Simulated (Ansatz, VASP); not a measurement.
LiMgBN2 in VASP and in Ansatz

```xyz
5
Lattice="-1.8893 1.8893 4.4238 1.8893 -1.8893 4.4238 1.8893 1.8893 -4.4238" Properties=species:S:1:pos:R:3 pbc="T T T"
Li    1.8893    0.0000    2.2119
Mg    0.0000    1.8893    2.2119
B     0.0000    0.0000    4.4238
N     0.0000    0.0000    5.9274
N     0.0000    0.0000    2.9203
```

Alike in both runs: task single point; functional PBEsol; k mesh 8 × 8 × 8; occupations gaussian, width 0.05 eV; no spin polarisation.

|  | VASP | Ansatz |
| --- | --- | --- |
| version | VASP 6.6.1 | Ansatz 0.2.0 |
| potentials or method | VASP PAW PBE potentials, release 64 (Li_sv, Mg, B, N), cutoff 520 eV | scalar-relativistic, plane waves, PAW |
| valence electrons in the cell | 18 | 26 |

|  | VASP | Ansatz | Ansatz less VASP |
| --- | --- | --- | --- |
| gap on the k mesh at the Fermi level (eV) | 2.13 | 2.13 | +0.004 |
| least direct gap on the mesh (eV) | 3.51 | 3.51 | +0.003 |
| rms of the force components (eV/Å) | 2.292 | 2.299 | +0.0065 |

VASP's potentials were made for PBE, not for PBEsol. Atom by atom the forces differ by 0.006 eV/Å (rms over components). VASP's potentials hold 18 valence electrons a cell and Ansatz's 26, so a difference there can come from the potentials and not from the codes.

Noted on VASP's run: the cutoff is under 1.25 times that of the potentials, so the pressure is a little rough.
